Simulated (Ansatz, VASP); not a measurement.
BN in VASP and in Ansatz

```
CELL_PARAMETERS angstrom
2.48238 0.00000 0.00000
-1.24119 2.14980 0.00000
0.00000 0.00000 5.74372
ATOMIC_POSITIONS crystal
B 0.33333 0.66667 0.25000
B 0.66667 0.33333 0.75000
N 0.33333 0.66667 0.75000
N 0.66667 0.33333 0.25000
```

Alike in both runs: task single point; functional LDA; k mesh 12 × 12 × 4; occupations gaussian, width 0.05 eV; no spin polarisation.

|  | VASP | Ansatz |
| --- | --- | --- |
| version | VASP 6.6.1 | Ansatz 0.2.0 |
| potentials or method | VASP PAW LDA potentials, release 64 (B, N), cutoff 520 eV | scalar-relativistic, plane waves, PAW |
| valence electrons in the cell | 16 | 16 |

Ansatz gave:

| Property | Result |
| --- | --- |
| gap on the k mesh at the Fermi level (eV) | 3.93 |
| least direct gap on the mesh (eV) | 4.17 |
| pressure (GPa) | 4.9 |
| traceless stress, the component that is largest in VASP (GPa) | 2.15 |

Q: What did VASP give for the same quantities?

A: gap on the k mesh at the Fermi level (eV): 3.92; least direct gap on the mesh (eV): 4.16; pressure (GPa): 5.6; traceless stress, the component that is largest in VASP (GPa): 1.25.

Ansatz warns that its potentials were made for another functional, while VASP's fit it. LDA's correlation is that of Perdew and Zunger in VASP and of Perdew and Wang (1992) in Ansatz.
